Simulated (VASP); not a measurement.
The system is CdTe.

```
Cd Te
1.0
     0.00000    3.27996    3.27996
     3.27996    0.00000    3.27996
     3.27996    3.27996    0.00000
Cd Te
1 1
Direct
  0.00000 0.00000 0.00000
  0.25000 0.25000 0.25000
```

Base run:

| Item | Value |
| --- | --- |
| Program | VASP 6.6.1 |
| Functional | LDA |
| Potentials or basis | VASP PAW LDA potentials, release 64 (Cd, Te) |
| Cutoff | 500 eV |
| k mesh | 4 × 4 × 4 |
| Occupations | gaussian, width 0.01 eV |
| Spin | no spin polarisation |

Its results: band gap on the k mesh 0.42 eV, direct; pressure -2.3 GPa.

Q: The run is repeated on the same cell with these changes: k mesh from 4 × 4 × 4 to 2 × 2 × 2. What comes out?

A: Band gap on the k mesh 0.25 eV, direct; pressure 0.9 GPa.

Caveats: some runs use coarse meshes; spin-orbit coupling is left out, which moves the levels of the heavy elements.

